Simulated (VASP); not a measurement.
# Sb (Pm-3m) in VASP: a series of runs, part 2 of 2

VASP 6.6.1. The steps go on from the part before.

## (3) Relaxation of cell and atoms, RPBE (volume scaled by 1.04)

File INCAR:

```
SYSTEM = Sb
ALGO     = Normal         ! electronic algorithm
EDIFF    = 1E-7           ! SCF threshold, eV
EDIFFG   = -0.01          ! ionic threshold
ENCUT    = 500            ! plane-wave cutoff, eV
GGA      = RP             ! functional
GGA_COMPAT= .FALSE.      
IBRION   = 2              ! ionic algorithm
ISIF     = 3              ! what is computed and relaxed
ISMEAR   = 0              ! smearing method
LASPH    = .TRUE.         ! aspherical terms in the spheres
LCHARG   = .FALSE.        ! write CHGCAR
LREAL    = .FALSE.        ! projectors in reciprocal space
LWAVE    = .FALSE.        ! write WAVECAR
NELM     = 120            ! most SCF steps
NELMIN   = 4            
NSW      = 60             ! ionic steps
PREC     = Accurate       ! precision mode
SIGMA    = 0.05           ! smearing width, eV
```

File KPOINTS:

```
k-points
0
G
  8 8 8
  0 0 0
```

File POSCAR:

```
Sb
1.0
    3.2015837161      0.0000000000      0.0000000000
    0.0000000000      3.2015837161      0.0000000000
    0.0000000000      0.0000000000      3.2015837161
Sb
1
Direct
    0.0000000000      0.0000000000      0.0000000000
```

Potentials or basis: VASP PAW PBE potentials, release 64 (Sb).

The run is started by

```console
$ cat potpaw_PBE.64/Sb/POTCAR > POTCAR
$ mpirun -np 1 vasp_std > vasp.out
```

OUTCAR:

```text
SYSTEM = Sb
   EDIFF = 1E-7
   EDIFFG = -0.01
   ENCUT = 500
   GGA = RP
   IBRION = 2
   ISIF = 3
   ISMEAR = 0
   LASPH = .TRUE.
   LREAL = .FALSE.
   NELM = 120
   NELMIN = 4
   NSW = 60
   PREC = Accurate

 ion  position               nearest neighbor table
   1  0.000  0.000  0.000-

  LATTYP: Found a simple cubic cell.
 ALAT       =     3.2015837161

  Lattice vectors:

 A1 = (   3.2015837161,   0.0000000000,   0.0000000000)
 A2 = (   0.0000000000,   3.2015837161,   0.0000000000)
 A3 = (   0.0000000000,   0.0000000000,   3.2015837161)

Analysis of symmetry for initial positions (statically):
=====================================================================
 Subroutine PRICEL returns:
 Original cell was already a primitive cell.

 Routine SETGRP: Setting up the symmetry group for a
 simple cubic supercell.

 Subroutine GETGRP returns: Found 48 space group operations
 (whereof 48 operations were pure point group operations)
 out of a pool of 48 trial point group operations.

The static configuration has the point symmetry O_h .

Analysis of symmetry for dynamics (positions and initial velocities):
=====================================================================
 Subroutine PRICEL returns:
 Original cell was already a primitive cell.

 Routine SETGRP: Setting up the symmetry group for a
 simple cubic supercell.

 Subroutine GETGRP returns: Found 48 space group operations
 (whereof 48 operations were pure point group operations)
 out of a pool of 48 trial point group operations.

The dynamic configuration has the point symmetry O_h .

 Subroutine INISYM returns: Found 48 space group operations
 (whereof 48 operations are pure point group operations),
 and found     1 'primitive' translations

----------------------------------------------------------------------------------------

                                     Primitive cell

  volume of cell :      32.8167

  direct lattice vectors                    reciprocal lattice vectors
     3.201583716  0.000000000  0.000000000     0.312345417  0.000000000  0.000000000
     0.000000000  3.201583716  0.000000000     0.000000000  0.312345417  0.000000000
     0.000000000  0.000000000  3.201583716     0.000000000  0.000000000  0.312345417

  length of vectors
     3.201583716  3.201583716  3.201583716     0.312345417  0.312345417  0.312345417

  position of ions in fractional coordinates (direct lattice)
     0.000000000  0.000000000  0.000000000

  ion indices of the primitive-cell ions
   primitive index   ion index
                 1           1

----------------------------------------------------------------------------------------

 KPOINTS: k-points

Automatic generation of k-mesh.
 Grid dimensions read from file:
 generate k-points for:    8    8    8

 Generating k-lattice:

  Cartesian coordinates                     Fractional coordinates (reciprocal lattice)
     0.039043177  0.000000000  0.000000000     0.125000000  0.000000000  0.000000000
     0.000000000  0.039043177  0.000000000     0.000000000  0.125000000  0.000000000
     0.000000000  0.000000000  0.039043177     0.000000000  0.000000000  0.125000000

  Length of vectors
     0.039043177  0.039043177  0.039043177

  Shift w.r.t. Gamma in fractional coordinates (k-lattice)
     0.000000000  0.000000000  0.000000000

 Subroutine IBZKPT returns following result:
 ===========================================

 Found     35 irreducible k-points:

 Following reciprocal coordinates:
            Coordinates               Weight
  0.000000  0.000000  0.000000      1.000000
  0.125000  0.000000  0.000000      6.000000
  0.250000  0.000000  0.000000      6.000000
  0.375000  0.000000  0.000000      6.000000
  0.500000  0.000000  0.000000      3.000000
  0.125000  0.125000  0.000000     12.000000
[... 16 lines left out ...]
  0.375000  0.375000  0.125000     24.000000
  0.500000  0.375000  0.125000     24.000000
 [... further k-points ...]
   k-points           NKPTS =     35   k-points in BZ     NKDIM =     35   number of bands    NBANDS=      6
   number of dos      NEDOS =    301   number of ions     NIONS =      1
   total plane-waves  NPLWV =  13824
   dimension x,y,z NGX =    24 NGY =   24 NGZ =   24
   dimension x,y,z NGXF=    48 NGYF=   48 NGZF=   48
   ions per type =               1
   NGX,Y,Z   is equivalent  to a cutoff of  12.46, 12.46, 12.46 a.u.
   NGXF,Y,Z  is equivalent  to a cutoff of  24.92, 24.92, 24.92 a.u.
 SYSTEM =  Sb
   PREC   = accura    normal or accurate (medium, high low for compatibility)
   ISTART =      0    job   : 0-new  1-cont  2-samecut
   ICHARG =      2    charge: 1-file 2-atom 10-const
   ISPIN  =      1    spin polarized calculation?
   LNONCOLLINEAR =      F non collinear calculations
   LSORBIT =      F    spin-orbit coupling
   LASPH  =      T    aspherical Exc in radial PAW
   ENCUT  =  500.0 eV  36.75 Ry    6.06 a.u.   5.84  5.84  5.84*2*pi/ulx,y,z
   NELM   =    120;   NELMIN=  4; NELMDL= -5     # of ELM steps
   EDIFF  = 0.1E-06   stopping-criterion for ELM
   LREAL  =      F    real-space projection
   EDIFFG = -.1E-01   stopping-criterion for IOM
   NSW    =     60    number of steps for IOM
   IBRION =      2    ionic relax: 0-MD 1-quasi-New 2-CG
   NFREE  =      1    steps in history (QN), initial steepest desc. (CG)
   ISIF   =      3    stress and relaxation
   ISYM   =      2    0-nonsym 1-usesym 2-fastsym
   POTIM  = 0.5000    time-step for ionic-motion
   TEBEG  =    0.0;   TEEND  =   0.0 temperature during run
   PSTRESS=    0.0 pullay stress
   NELECT =       5.0000    total number of electrons
   NUPDOWN=      -1.0000    fix difference up-down
   EMIN   =  10.00;   EMAX   =-10.00  energy-range for DOS
   EFERMI =   0.00;   METHOD = LEGACY
   ISMEAR =     0;   SIGMA  =   0.05  broadening in eV -4-tet -1-fermi 0-gaus
   EFERMI_NEDOS =   21; number of points for ismear=-14 and -15
   IALGO  =     38    algorithm
   IMIX   =      4    mixing-type and parameters
     AMIX     =   0.40;   BMIX     =  1.00
     AMIX_MAG =   1.60;   BMIX_MAG =  1.00
  volume/ion in A,a.u.               =      32.82       221.46
  Fermi-wavevector in a.u.,A,eV,Ry     =   0.874380  1.652338 10.402192  0.764540
  Thomas-Fermi vector in A             =   1.993902
   LORBIT       =      0    0 simple, 1 ext, 2 COOP (PROOUT), +10 PAW based schemes
   GGA     = RP    functional components
   LHFCALC =     F    Hartree Fock is set to
   AEXX    =    0.0000 exact exchange contribution
   IVDW    =     0    specifies the selected vdW correction
   LEPSILON=     F    determine dielectric tensor
   LRPA    =     F    only Hartree local field effects (RPA)
 conjugate gradient relaxation of ions
 non-spin polarized calculation
 Gauss-broadening in eV      SIGMA  =   0.05
  energy-cutoff  :      500.00
  volume of cell :       32.82
 maximum number of plane-waves:       856
 NGX is ok and might be reduce to    24
   NGX = 11   NGY = 11   NGZ = 11

--------------------------------------- Ionic step        1  -------------------------------------------

 number of electron       5.0000001 magnetization

 Free energy of the ion-electron system (eV)
  ---------------------------------------------------
  ext. energy  EPLUGINS =         0.00000000
  ---------------------------------------------------
  free energy    TOTEN  =        -3.68480419 eV

  energy without entropy =       -3.68217399  energy(sigma->0) =       -3.68348909

------------------------ aborting loop because EDIFF is reached ----------------------------------------

  FORCE on cell =-STRESS in cart. coord.  units (eV):
  Direction    XX          YY          ZZ          XY          YZ          ZX
  --------------------------------------------------------------------------------------
  -------------------------------------------------------------------------------------
  Total       -0.5797819     -0.5797819     -0.5797819     -0.0000000     -0.0000000      0.0000000
  in kB      -28.3061384    -28.3061384    -28.3061384     -0.0000000     -0.0000000      0.0000000
  external PRESSURE =     -28.3061384 kB  Pullay stress =       0.0000000 kB
[... 57 lines left out ...]
--------------------------------------- Ionic step        3  -------------------------------------------

 number of electron       5.0000000 magnetization

 Free energy of the ion-electron system (eV)
  ---------------------------------------------------
  ext. energy  EPLUGINS =         0.00000000
  ---------------------------------------------------
  free energy    TOTEN  =        -3.70316455 eV

  energy without entropy =       -3.70053435  energy(sigma->0) =       -3.70184945

 E-fermi :   6.7630     XC(G=0):  -9.4134

 val. band max:        6.7593199209   @ k =   0.3750   0.2500   0.1250
 cond. band min:       7.0124422929   @ k =   0.5000   0.2500   0.0000
 fundamental gap:      0.2531223720
 Fermi energy:         6.7630192723

 k-point     1 :       0.0000    0.0000    0.0000
  band No.  band energies     occupation
      1      -5.3014      2.00000
      2      10.0084      0.00000
      3      10.0084      0.00000
      4      10.0084      0.00000
      5      13.6611      0.00000
      6      13.6611      0.00000
[... 199 lines left out ...]
 k-point    24 :       0.5000    0.3750    0.1250
  band No.  band energies     occupation
      1      -0.9633      2.00000
      2       3.2130      2.00000
      3       4.7678      2.00000
      4      10.1962      0.00000
      5      11.5837      0.00000
      6      16.4506      0.00000

 [... further k-points ...]
[... 5 lines left out ...]
  --------------------------------------------------------------------------------------
  -------------------------------------------------------------------------------------
  Total        0.0013741      0.0013741      0.0013741     -0.0000000      0.0000000      0.0000000
  in kB        0.0713374      0.0713374      0.0713374     -0.0000000      0.0000000      0.0000000
  external PRESSURE =       0.0713374 kB  Pullay stress =       0.0000000 kB
[... 16 lines left out ...]
  FREE ENERGIE OF THE ION-ELECTRON SYSTEM (eV)
  ---------------------------------------------------
  free  energy   TOTEN  =        -3.7031645516 eV

  energy  without entropy=       -3.7005343503  energy(sigma->0) =       -3.70184945

 reached required accuracy - stopping structural energy minimisation
```

It took 20 s on 1 thread of Intel Xeon 8259CL, shared host; peak memory 0.14 GiB.

What came out:

| Property | Result |
| --- | --- |
| Free energy | -3.7032 eV |
| Relaxed volume | 30.86 Å³/atom |
| Relaxed cell | a = 3.137 Å, b = 3.137 Å, c = 3.137 Å, α = 90.00°, β = 90.00°, γ = 90.00° |
| Space group after relaxing (to 0.05 Å) | Pm-3m (No. 221) |
| Energy gained by relaxing | 18.4 meV/atom |
| Ionic steps | 3 |
| Pressure after relaxing | 0.0 GPa |

Step by step:
```tsv
step	energy change (eV)	largest force (eV/Å)	pressure (GPa)	volume (Å³)
1	0.0000	0.0000	-2.83	32.82
2	-0.0154	0.0000	1.35	30.14
3	-0.0184	0.0000	0.01	30.86
```

Final structure:
```xyz
1
Lattice="3.1367 0.0000 0.0000 0.0000 3.1367 0.0000 0.0000 0.0000 3.1367" Properties=species:S:1:pos:R:3 pbc="T T T"
Sb    0.0000    0.0000    0.0000
```

Caveat: the cell differs from its parent crystal (volume scaled by 1.04); the PAW data sets were made with another functional, which shifts forces and pressure a little; spin-orbit coupling is left out, which moves the levels of the heavy elements.

## (4) Relaxation of cell and atoms, PBE-based screened hybrid

File POSCAR:

```
Sb
1.0
    3.1600000000      0.0000000000      0.0000000000
    0.0000000000      3.1600000000      0.0000000000
    0.0000000000      0.0000000000      3.1600000000
Sb
1
Direct
    0.0000000000      0.0000000000      0.0000000000
```

File INCAR.step1:

```
SYSTEM = Sb
  PREC = Accurate
  ENCUT = 500
  EDIFF = 1E-5
  ISMEAR = -1
  SIGMA = 0.05
  LREAL = .FALSE.
  LASPH = .TRUE.
  NELM = 120
  ALGO = Normal
  LWAVE = .TRUE.
  LCHARG = .FALSE.
  GGA = PE
  NBANDS = 14
  GGA_COMPAT = .FALSE.
  IBRION = 2
  ISIF = 3
  EDIFFG = -0.005
  NELMIN = 4
  NSW = 100
```

File INCAR.step2:

```
SYSTEM = Sb
  PREC = Accurate
  ENCUT = 500
  EDIFF = 1E-7
  ISMEAR = -1
  SIGMA = 0.05
  LREAL = .FALSE.
  LASPH = .TRUE.
  NELM = 120
  ALGO = Normal
  ISIF = 3
  LWAVE = .FALSE.
  LCHARG = .FALSE.
  GGA = PE
  LHFCALC = .TRUE.
  AEXX = 0.25
  HFSCREEN = 0.3
  PRECFOCK = Normal
  IBRION = 2
  NSW = 60
  EDIFFG = -0.01
  ISTART = 1
  GGA_COMPAT = .FALSE.
  NELMIN = 4
```

File KPOINTS:

```
regular mesh
0
G
  4 4 4
  0 0 0
```

Potentials or basis: VASP PAW PBE potentials, release 64 (Sb_d_GW).

The run is started by

```console
$ cat potpaw_PBE.64/Sb_d_GW/POTCAR > POTCAR
$ cp INCAR.step1 INCAR
$ mpirun -np 1 vasp_std > vasp.out
$ cp INCAR.step2 INCAR
$ mpirun -np 1 vasp_std > vasp.out
```

It took 28 min on 1 thread of Intel Xeon Platinum 8375C at 2.90GHz (Ice Lake), shared host; peak memory 0.25 GiB.

Results (log left out):

```yaml
Free_energy: -4.2918 eV
Relaxed_volume: 28.56 Å³/atom
Relaxed_cell: a = 3.057 Å, b = 3.057 Å, c = 3.057 Å, α = 90.00°, β = 90.00°, γ = 90.00°
Space_group_after_relaxing_to_0.05_Å: Pm-3m (No. 221)
Energy_gained_by_relaxing: 52.4 meV/atom
Ionic_steps: 8
Pressure_after_relaxing: 0.0 GPa
```

The path:
```tsv
step	energy change (eV)	largest force (eV/Å)	pressure (GPa)	volume (Å³)
1	0.0000	0.0000	-5.27	31.55
2	-0.0348	0.0000	4.01	27.05
3	-0.0524	0.0000	-0.12	28.59
4	-0.0524	0.0000	0.14	28.53
5	-0.0524	0.0000	-0.21	28.63
6	-0.0524	0.0000	0.06	28.56
7	-0.0524	0.0000	-0.07	28.57
8	-0.0524	0.0000	-0.03	28.56
```

Final structure:
```yaml
crystal:
  lattice:
    - [3.05682, 0.00000, 0.00000]
    - [0.00000, 3.05682, 0.00000]
    - [0.00000, 0.00000, 3.05682]
  atoms:
    - { symbol: Sb, position: [0.00000, 0.00000, 0.00000] }
```

Levels at points of the mesh, in eV from the Fermi level:
```tsv
k point	band 3	band 4	band 5	band 6	band 7	band 8	band 9	band 10	band 11
(0.00, 0.00, 0.00)	-31.70	-31.70	-31.70	-14.23	3.50	3.50	3.50	7.34	7.34
(0.50, 0.00, 0.00)	-31.76	-31.74	-31.70	-11.33	-6.73	5.87	5.87	9.99	11.09
(0.50, 0.50, 0.00)	-31.75	-31.75	-31.63	-8.17	-4.35	-4.35	2.02	8.28	13.81
(0.50, 0.50, 0.50)	-31.82	-31.63	-31.63	-4.59	-2.11	-2.11	-2.11	4.97	4.97
```

Caveat: the k points lie up to 0.51 Å⁻¹ apart in the final cell; the PAW data sets were made with another functional, which shifts forces and pressure a little; spin-orbit coupling is left out, which moves the levels of the heavy elements.

## (5) The runs side by side

| task | level | potentials or basis | cell | k mesh | smearing | grid for exact exchange (PRECFOCK) | share of exact exchange | second run | screening parameter | gap on the mesh (eV) | pressure (GPa) | relaxed volume (Å³/atom) |
| --- | --- | --- | --- | --- | --- | --- | --- | --- | --- | --- | --- | --- |
| single point | PBE | VASP PAW PBE potentials, release 64 (Sb) | a = 3.160 Å, 1 atom | 8 × 8 × 8 | gaussian 0.1 eV | - | - | - | - | none | -2.3 | - |
| relaxation of cell and atoms | RPBE | VASP PAW PBE potentials, release 64 (Sb) | relaxed from a = 3.202 Å, 1 atom | 8 × 8 × 8 | gaussian 0.05 eV | - | - | - | - | none | 0.0 | 30.86 |
| relaxation of cell and atoms | PBE-based screened hybrid | VASP PAW PBE potentials, release 64 (Sb_d_GW) | relaxed from a = 3.160 Å, 1 atom | 4 × 4 × 4 | fermi-dirac 0.05 eV | Normal | 0.25 | valence_matched | 0.3 1/Å | none | 0.0 | 28.56 |

Alike in all rows: no spin polarisation; cutoff (eV) 500.

Caveats: some runs use coarse meshes; spin-orbit coupling is left out, which moves the levels of the heavy elements; the PAW data sets were made with another functional, which shifts forces and pressure a little (some runs).

Absolute energies hang on the potentials; compare differences alone.
